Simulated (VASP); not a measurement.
The system is ScS4.

```xyz
5
Lattice="3.6000 0.0000 0.0000 -1.8000 3.1177 0.0000 0.0000 0.0000 9.6000" Properties=species:S:1:pos:R:3 pbc="T T T"
Sc    0.0000    0.0000    0.0000
S     0.0000    0.0000    3.7440
S     0.0000    0.0000    5.8560
S     1.8000    1.0392    8.3040
S     0.0000    2.0785    1.2960
```

* Program: VASP 6.6.1
* Task: relaxation of cell and atoms
* Functional: PBE
* Potentials or basis: VASP PAW PBE potentials, release 64 (Sc_sv, S)
* Cutoff: 600 eV
* k mesh: 5 × 5 × 2
* Occupations: gaussian, width 0.2 eV
* Spin: no spin polarisation

At the start: pressure 2.5 GPa; volume 21.55 Å³/atom.

Question: Where does the relaxation end?

Answer: Over 25 steps the energy falls by 164.3 meV/atom and the volume is 24.16 Å³/atom (+12.1 %); space group P-3m1 (No. 164, to 0.1 Å) before and after.

The path:
```
step  energy change (eV)  largest force (eV/Å)  pressure (GPa)  volume (Å³)
   1              0.0000                3.7304            2.53       107.75
   2              0.0046                8.7672            8.43       112.97
   3             -0.6462                0.8546            3.58       110.74
   4             -0.6467                0.8458            3.66       110.80
   5             -0.7250                0.7622           -1.98       119.16
   6             -0.7409                0.4571           -0.50       116.62
   7             -0.7477                0.4733           -0.12       116.91
   8             -0.7493                0.1794           -0.24       116.82
   9             -0.7616                0.0662           -0.49       116.57
  10             -0.7707                0.1987           -0.86       116.11
  11             -0.7778                0.3267            0.41       113.89
  12             -0.7780                0.2588            0.21       114.21
  13             -0.7800                0.3019            0.36       112.95
  14             -0.7812                0.0958            0.30       113.43
  15             -0.7832                0.1259            0.22       113.71
  16             -0.7888                0.2131           -0.02       114.54
  17             -0.7986                0.3563           -0.41       116.18
  18             -0.8116                0.5280           -0.95       119.33
  19             -0.8123                0.5092           -0.94       119.39
  20             -0.8141                0.4522           -0.88       119.56
  21             -0.8173                0.3347           -0.78       119.90
  22             -0.8212                0.0765           -0.53       120.56
  23             -0.8168                0.5271            0.08       121.83
  24             -0.8216                0.0867           -0.37       120.86
  25             -0.8216                0.0663           -0.38       120.82
```

Final structure:
```
Sc S
1.0
     3.53247    0.00000    0.00000
    -1.76624    3.05921    0.00000
     0.00000    0.00000   11.18001
Sc S
1 4
Cartesian
  0.0000 0.0000 0.0000
  0.0000 0.0000 4.6481
  0.0000 0.0000 6.5319
  1.7662 1.0197 9.6420
  0.0000 2.0395 1.5380
```

Caveat: the k points lie up to 0.41 Å⁻¹ apart in the final cell, too coarse for converged energies and pressures of a metal; a cell axis changed by over 15 % at a fixed basis, so the end point is rough; this functional lacks dispersion, which binds layers or chains, so the pressure and a relaxed spacing across them are unreliable; an odd number of electrons without spin polarisation forces a metal; a magnetic or distorted state may lie lower; the relaxation stopped at a loose force limit of 0.08 eV/Å, so its end isn't a converged minimum.
